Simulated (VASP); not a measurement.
Write the native input for VASP 6.6.1 that does the following.

* Task: single point
* Functional: PBE
* Potentials or basis: VASP PAW PBE potentials, release 64 (Ge_d)
* Cutoff: 520 eV
* k mesh: 6 × 6 × 6
* Occupations: fermi-dirac, width 0.02 eV
* Spin: no spin polarisation
* Dipole correction: no
* Further INCAR settings: ALGO = Normal; EDIFF = 1e-07; NBANDS = 21

The structure of Ge lies in POSCAR:

```
Ge
1.0
    0.0000000000      2.7618819438      2.7618819438
    2.7618819438      0.0000000000      2.7618819438
    2.7618819438      2.7618819438      0.0000000000
Ge
2
Direct
    0.0000000000      0.0000000000      0.0000000000
    0.2500000000      0.2500000000      0.2500000000
```

These files were run (other wordings do the same):

INCAR

```
SYSTEM = Ge
PREC = Accurate
ENCUT = 520
EDIFF = 1E-7
ISMEAR = -1
SIGMA = 0.02
LREAL = .False.
LASPH = .True.
NELM = 80
ALGO = Normal
ISIF = 2
LWAVE = .False.
LCHARG = .True.
GGA = PE
LELF = .True.
LVHAR = .True.
NBANDS = 21
```

KPOINTS

```
Automatic mesh
0
Gamma
  6 6 6
  0 0 0
```

Potentials or basis: VASP PAW PBE potentials, release 64 (Ge_d).

Run with:

```bash
$ cat potpaw_PBE.64/Ge_d/POTCAR > POTCAR
$ mpirun -np 1 vasp_std > vasp.out
```

Results of the run:

```yaml
Pressure: 9.9 GPa
Band_gap_on_the_k_mesh: 0.41 eV, indirect (least direct gap 0.71 eV)
```

It took 12 s on 1 thread of Intel(R) Xeon(R) Platinum 8559C (Emerald Rapids) (shared host), peak memory 0.16 GiB.
